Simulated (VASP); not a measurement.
# SnSe (I4/mmm) in VASP: a series of runs, part 3 of 3

VASP 6.6.1. The steps go on from the part before.

### Step 4. Electric field gradients, PBEsol (zz strain of -1 %)

Contents of INCAR:

```
PREC = Accurate ; ENCUT = 520
EDIFF = 1E-8 ; ISMEAR = -1
SIGMA = 0.01 ; LREAL = False
LASPH = True ; NELM = 80
ALGO = Normal ; ISIF = 2
LWAVE = False ; LCHARG = False
GGA = PS ; LEFG = True
NBANDS = 17
```

Contents of KPOINTS:

```
Automatic mesh
0
Gamma
  7 7 7
```

Contents of POSCAR:

```
SnSe
1.0
    0.0000000000      3.0100000000      2.9799000000
    3.0100000000      0.0000000000      2.9799000000
    3.0100000000      3.0100000000      0.0000000000
Sn Se
1 1
Direct
    0.0000000000      0.0000000000      0.0000000000
    0.5000000000      0.5000000000      0.5000000000
```

Potentials or basis: VASP PAW PBE potentials, release 64 (Sn_d, Se).

Run with:

```bash
cat potpaw_PBE.64/Sn_d/POTCAR potpaw_PBE.64/Se/POTCAR > POTCAR
mpirun -np 1 vasp_std > vasp.out
```

OUTCAR:

```text
PREC = Accurate
   ENCUT = 520
   EDIFF = 1E-8
   ISMEAR = -1
   LREAL = False
   LASPH = True
   NELM = 80
   ISIF = 2
   GGA = PS

 ion  position               nearest neighbor table
   1  0.000  0.000  0.000-   2 2.98   2 2.98   2 3.01   2 3.01   2 3.01   2 3.01
   2  0.500  0.500  0.500-   1 2.98   1 2.98   1 3.01   1 3.01   1 3.01   1 3.01

  LATTYP: Found a body centered tetragonal cell.
 ALAT       =     4.2567828227
 C/A-ratio  =     1.4000714267

  Lattice vectors:

 A1 = (   0.0000000000,  -3.0100000000,  -2.9799000000)
 A2 = (   0.0000000000,   3.0100000000,  -2.9799000000)
 A3 = (   3.0100000000,   0.0000000000,   2.9799000000)

Analysis of symmetry for initial positions (statically):
=====================================================================
 Subroutine PRICEL returns:
 Original cell was already a primitive cell.

 Routine SETGRP: Setting up the symmetry group for a
 body centered tetragonal supercell.

 Subroutine GETGRP returns: Found 16 space group operations
 (whereof 16 operations were pure point group operations)
 out of a pool of 16 trial point group operations.

The static configuration has the point symmetry D_4h.

Analysis of symmetry for dynamics (positions and initial velocities):
=====================================================================
 Subroutine PRICEL returns:
 Original cell was already a primitive cell.

 Routine SETGRP: Setting up the symmetry group for a
 body centered tetragonal supercell.

 Subroutine GETGRP returns: Found 16 space group operations
 (whereof 16 operations were pure point group operations)
 out of a pool of 16 trial point group operations.

The dynamic configuration has the point symmetry D_4h.

[... 149 lines left out ...]
 fundamental gap:      0.6760467612
 Fermi energy:         5.7240844794

 k-point     1 :       0.0000    0.0000    0.0000
  band No.  band energies     occupation
      1     -15.9319      2.00000
      2     -15.9318      2.00000
      3     -15.9291      2.00000
      4     -15.9291      2.00000
      5     -15.9278      2.00000
      6      -8.3920      2.00000
[... 457 lines left out ...]
      4     -15.9192      2.00000
      5     -15.9139      2.00000
      6      -7.2813      2.00000
[... 9 lines left out ...]
     16      15.8402      0.00000
     17      17.0300      0.00000

 [... further k-points ...]
[... 5 lines left out ...]
  --------------------------------------------------------------------------------------
  -------------------------------------------------------------------------------------
  Total       -0.5987257     -0.5987257     -0.1851128      0.0000000      0.0000000      0.0000000
  in kB      -17.7653525    -17.7653525     -5.4926544      0.0000000      0.0000000      0.0000000
  external PRESSURE =     -13.6744531 kB  Pullay stress =       0.0000000 kB

 VOLUME and BASIS-vectors are now :
 -----------------------------------------------------------------------------
  energy-cutoff  :      520.00
  volume of cell :       54.00
      direct lattice vectors                 reciprocal lattice vectors
     0.000000000  3.010000000  2.979900000    -0.166112957  0.166112957  0.167790865
     3.010000000  0.000000000  2.979900000     0.166112957 -0.166112957  0.167790865
     3.010000000  3.010000000  0.000000000     0.166112957  0.166112957 -0.167790865

 POSITION                                       TOTAL-FORCE (eV/Angst)
 -----------------------------------------------------------------------------------
      0.00000      0.00000      0.00000         0.000000     -0.000000     -0.000000
      3.01000      3.01000      2.97990        -0.000000      0.000000      0.000000
 -----------------------------------------------------------------------------------
    total drift:                                0.000000     -0.000000     -0.000000

  FREE ENERGIE OF THE ION-ELECTRON SYSTEM (eV)
  ---------------------------------------------------
  free  energy   TOTEN  =        -8.9782891977 eV

  energy  without entropy=       -8.9782891977  energy(sigma->0) =       -8.97828920

 Electric field gradients (V/A^2)
---------------------------------------------------------------------
 ion       V_xx      V_yy      V_zz      V_xy      V_xz      V_yz
---------------------------------------------------------------------
   1       6.897     6.897   -13.794     0.001     0.002     0.002
   2       0.969     0.969    -1.937    -0.000    -0.000    -0.000
---------------------------------------------------------------------

 Electric field gradients after diagonalization (V/A^2)
 (convention: |V_zz| > |V_xx| > |V_yy|)
----------------------------------------------------------------------
 ion       V_xx      V_yy      V_zz     asymmetry (V_yy - V_xx)/ V_zz
----------------------------------------------------------------------
   1       6.899     6.896   -13.794       0.000
   2       0.969     0.968    -1.937       0.000
----------------------------------------------------------------------

           NMR quadrupolar parameters

 Cq : quadrupolar parameter    Cq=e*Q*V_zz/h
 eta: asymmetry parameters     (V_yy - V_xx)/ V_zz
 Q  : nuclear electric quadrupole moment in mb (millibarn)
----------------------------------------------------------------------
 ion       Cq(MHz)       eta       Q (mb)
----------------------------------------------------------------------
   1      -0.033       0.000       1.000
   2      -0.005       0.000       1.000
----------------------------------------------------------------------
```

OSZICAR:

```text
N       E                     dE             d eps       ncg     rms          rms(c)
DAV:   1     0.133386214049E+03    0.13339E+03   -0.97190E+03  1376   0.144E+03
DAV:   2     0.330483436184E+01   -0.13008E+03   -0.12629E+03  1484   0.355E+02
DAV:   3    -0.882948746150E+01   -0.12134E+02   -0.11973E+02  1662   0.925E+01
DAV:   4    -0.913785661129E+01   -0.30837E+00   -0.30810E+00  1601   0.157E+01
DAV:   5    -0.914667403199E+01   -0.88174E-02   -0.88170E-02  1919   0.262E+00    0.307E+00
DAV:   6    -0.898244591094E+01    0.16423E+00   -0.39640E-01  2045   0.408E+00    0.182E+00
DAV:   7    -0.897838901158E+01    0.40569E-02   -0.68178E-02  1675   0.128E+00    0.854E-01
DAV:   8    -0.897844712010E+01   -0.58109E-04   -0.70638E-03  1712   0.714E-01    0.871E-02
DAV:   9    -0.897826695495E+01    0.18017E-03   -0.12977E-03  1974   0.270E-01    0.432E-02
DAV:  10    -0.897828758484E+01   -0.20630E-04   -0.11619E-04  1620   0.704E-02    0.839E-03
DAV:  11    -0.897828922051E+01   -0.16357E-05   -0.71267E-06  1804   0.199E-02    0.219E-03
DAV:  12    -0.897828925313E+01   -0.32620E-07   -0.30226E-07  1801   0.715E-03    0.674E-04
DAV:  13    -0.897828922765E+01    0.25479E-07   -0.17576E-08  1460   0.103E-03    0.286E-04
DAV:  14    -0.897828919165E+01    0.35996E-07   -0.67508E-09  1189   0.101E-03    0.630E-05
DAV:  15    -0.897828919771E+01   -0.60550E-08   -0.72413E-10   816   0.241E-04
   1 F= -.89782892E+01 E0= -.89782892E+01  d E =-.144110E-11
```

It took 64 s on 1 thread of Intel Xeon 8259CL, shared host; peak memory 0.19 GiB.

Results:

```yaml
Free_energy: -8.9783 eV
Pressure: -1.4 GPa
Band_gap_on_the_k_mesh: 0.68 eV (least direct gap 0.69 eV)
Largest_electric_field_gradient_by_atom: Sn -13.8; Se -1.9 V/Å²
```

Levels at points of the mesh, in eV from the valence-band top:
```tsv
k point	band 7	band 8	band 9	band 10	band 11	band 12	band 13	band 14
(0.00, 0.00, 0.00)	-5.01	-2.21	-2.11	-2.11	4.31	4.31	4.55	5.83
```

Electric field gradients, principal values (V/Å²):
```
atom  least  middle  greatest (by size)
1 Sn  6.896   6.899             -13.794
2 Se  0.968   0.969              -1.937
```

Caveat: the cell differs from its parent crystal (zz strain of -1 %); without QUAD_EFG the Cq values of the log hold for a quadrupole moment of 1 mb, not for the nuclei; the PAW data sets were made with another functional, which shifts forces and pressure a little; spin-orbit coupling is left out, which moves the levels of the heavy elements; an odd mesh through Γ misses points on the zone boundary, where band edges can lie.

### Step 5. Electric field gradients, PBEsol (zz strain of +1 %)

Contents of INCAR:

```
PREC = Accurate ; ENCUT = 520
EDIFF = 1E-8 ; ISMEAR = -1
SIGMA = 0.01 ; LREAL = F
LASPH = T ; NELM = 100
ALGO = Normal ; ISIF = 2
LWAVE = F ; LCHARG = F
GGA = PS ; LEFG = T
NBANDS = 17
```

Contents of KPOINTS:

```
regular mesh
0
Gamma
  7 7 7
```

Contents of POSCAR:

```
SnSe
1.0
    0.0000000000      3.0100000000      3.0401000000
    3.0100000000      0.0000000000      3.0401000000
    3.0100000000      3.0100000000      0.0000000000
Sn Se
1 1
Direct
    0.0000000000      0.0000000000      0.0000000000
    0.5000000000      0.5000000000      0.5000000000
```

Potentials or basis: VASP PAW PBE potentials, release 64 (Sn_d, Se).

Run with:

```bash
cat potpaw_PBE.64/Sn_d/POTCAR potpaw_PBE.64/Se/POTCAR > POTCAR
mpirun -np 1 vasp_std > vasp.out
```

OUTCAR:

```text
PREC = Accurate
   ENCUT = 520
   EDIFF = 1E-8
   ISMEAR = -1
   LREAL = F
   LASPH = T
   NELM = 100
   ISIF = 2
   GGA = PS

 ion  position               nearest neighbor table
   1  0.000  0.000  0.000-   2 3.01   2 3.01   2 3.01   2 3.01   2 3.04   2 3.04
   2  0.500  0.500  0.500-   1 3.01   1 3.01   1 3.01   1 3.01   1 3.04   1 3.04

  LATTYP: Found a body centered tetragonal cell.
 ALAT       =     4.2567828227
 C/A-ratio  =     1.4283556980

  Lattice vectors:
[... 692 lines left out ...]

  FREE ENERGIE OF THE ION-ELECTRON SYSTEM (eV)
  ---------------------------------------------------
  free  energy   TOTEN  =        -8.9659668906 eV

  energy  without entropy=       -8.9659668906  energy(sigma->0) =       -8.96596689

 Electric field gradients (V/A^2)
---------------------------------------------------------------------
 ion       V_xx      V_yy      V_zz      V_xy      V_xz      V_yz
---------------------------------------------------------------------
   1      -6.702    -6.702    13.403     0.002     0.001     0.001
   2      -0.762    -0.762     1.525    -0.000    -0.000    -0.000
---------------------------------------------------------------------

 Electric field gradients after diagonalization (V/A^2)
 (convention: |V_zz| > |V_xx| > |V_yy|)
----------------------------------------------------------------------
 ion       V_xx      V_yy      V_zz     asymmetry (V_yy - V_xx)/ V_zz
----------------------------------------------------------------------
   1      -6.703    -6.700    13.403       0.000
   2      -0.763    -0.762     1.525       0.000
----------------------------------------------------------------------

           NMR quadrupolar parameters

 Cq : quadrupolar parameter    Cq=e*Q*V_zz/h
 eta: asymmetry parameters     (V_yy - V_xx)/ V_zz
 Q  : nuclear electric quadrupole moment in mb (millibarn)
----------------------------------------------------------------------
 ion       Cq(MHz)       eta       Q (mb)
----------------------------------------------------------------------
   1       0.032       0.000       1.000
   2       0.004       0.000       1.000
----------------------------------------------------------------------
```

OSZICAR:

```text
N       E                     dE             d eps       ncg     rms          rms(c)
DAV:   1     0.127882355201E+03    0.12788E+03   -0.97632E+03  1386   0.141E+03
DAV:   2     0.285566753512E+01   -0.12503E+03   -0.12111E+03  1464   0.339E+02
DAV:   3    -0.884344661432E+01   -0.11699E+02   -0.11620E+02  1755   0.925E+01
DAV:   4    -0.913625181481E+01   -0.29281E+00   -0.29262E+00  1584   0.152E+01
DAV:   5    -0.914492221724E+01   -0.86704E-02   -0.86698E-02  1980   0.259E+00    0.296E+00
DAV:   6    -0.896982401804E+01    0.17510E+00   -0.43007E-01  1993   0.419E+00    0.175E+00
DAV:   7    -0.896604479163E+01    0.37792E-02   -0.71146E-02  1620   0.128E+00    0.846E-01
DAV:   8    -0.896614924489E+01   -0.10445E-03   -0.74814E-03  1670   0.724E-01    0.957E-02
DAV:   9    -0.896593954850E+01    0.20970E-03   -0.14174E-03  1975   0.273E-01    0.448E-02
DAV:  10    -0.896596520112E+01   -0.25653E-04   -0.12364E-04  1629   0.719E-02    0.861E-03
DAV:  11    -0.896596689842E+01   -0.16973E-05   -0.66550E-06  1888   0.194E-02    0.212E-03
DAV:  12    -0.896596694262E+01   -0.44199E-07   -0.27688E-07  1796   0.669E-03    0.586E-04
DAV:  13    -0.896596691577E+01    0.26847E-07   -0.18975E-08  1467   0.101E-03    0.250E-04
DAV:  14    -0.896596688302E+01    0.32747E-07   -0.61427E-09  1236   0.990E-04    0.709E-05
DAV:  15    -0.896596689058E+01   -0.75561E-08   -0.58706E-10   806   0.242E-04
   1 F= -.89659669E+01 E0= -.89659669E+01  d E =-.578966E-11
```

Run time: 59 s. Hardware: 1 thread of Intel Xeon 8259CL, shared host; peak memory 0.19 GiB.

Results:

```yaml
Free_energy: -8.9660 eV
Pressure: -2.3 GPa
Band_gap_on_the_k_mesh: 0.70 eV (least direct gap 0.71 eV)
Largest_electric_field_gradient_by_atom: Sn +13.4; Se +1.5 V/Å²
```

Electric field gradients, principal values (V/Å²):
```csv
atom,least,middle,greatest (by size)
1 Sn,-6.700,-6.703,13.403
2 Se,-0.762,-0.763,1.525
```

Caveat: the cell differs from its parent crystal (zz strain of +1 %); without QUAD_EFG the Cq values of the log hold for a quadrupole moment of 1 mb, not for the nuclei; the PAW data sets were made with another functional, which shifts forces and pressure a little; spin-orbit coupling is left out, which moves the levels of the heavy elements; an odd mesh through Γ misses points on the zone boundary, where band edges can lie.

### Step 6. The runs side by side

```tsv
cell	gap on the mesh (eV)	pressure (GPa)
a = 4.236, b = 4.236, c = 4.214 Å, angles 60.2, 60.2, 59.7°, 2 atoms	0.64	-0.9
a = 4.236, b = 4.236, c = 4.257 Å, angles 59.8, 59.8, 60.3°, 2 atoms	0.68	-1.4
a = 4.278, b = 4.278, c = 4.257 Å, angles 60.2, 60.2, 59.7°, 2 atoms	0.70	-2.3
```

Alike in all rows: task electric field gradients; level PBEsol; potentials or basis VASP PAW PBE potentials, release 64 (Sn_d, Se); no spin polarisation; k mesh 7 × 7 × 7; cutoff (eV) 520; smearing fermi-dirac 0.01 eV.

Caveats: the PAW data sets were made with another functional, which shifts forces and pressure a little; spin-orbit coupling is left out, which moves the levels of the heavy elements; an odd mesh through Γ misses points on the zone boundary, where band edges can lie.

Total energies depend on the potentials used, so only differences within one code and one set of settings carry meaning.
